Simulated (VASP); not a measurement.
A run of VASP 6.6.1 is set up as follows.

INCAR

```
  ALGO = Normal
  EDIFF = 1E-6
  ENCUT = 520
  GGA = PE
  ISIF = 2
  ISMEAR = -1
  LASPH = True
  LCHARG = True
  LELF = True
  LREAL = False
  LVHAR = True
  LWAVE = False
  NBANDS = 12
  NELM = 100
  PREC = Accurate
  SIGMA = 0.05
```

Contents of KPOINTS:

```
k-points
0
Gamma
  15 15 15
```

The input POSCAR:

```
Ag
1.0
    0.0000000000      2.0293875063      2.0293875063
    2.0293875063      0.0000000000      2.0293875063
    2.0293875063      2.0293875063      0.0000000000
Ag
1
Direct
    0.0000000000      0.0000000000      0.0000000000
```

Potentials or basis: VASP PAW PBE potentials, release 64 (Ag).

Command:

```bash
$ cat potpaw_PBE.64/Ag/POTCAR > POTCAR
$ mpirun -np 1 vasp_std > vasp.out
```

Task: Predict the pressure.

Result: 6.9 GPa.
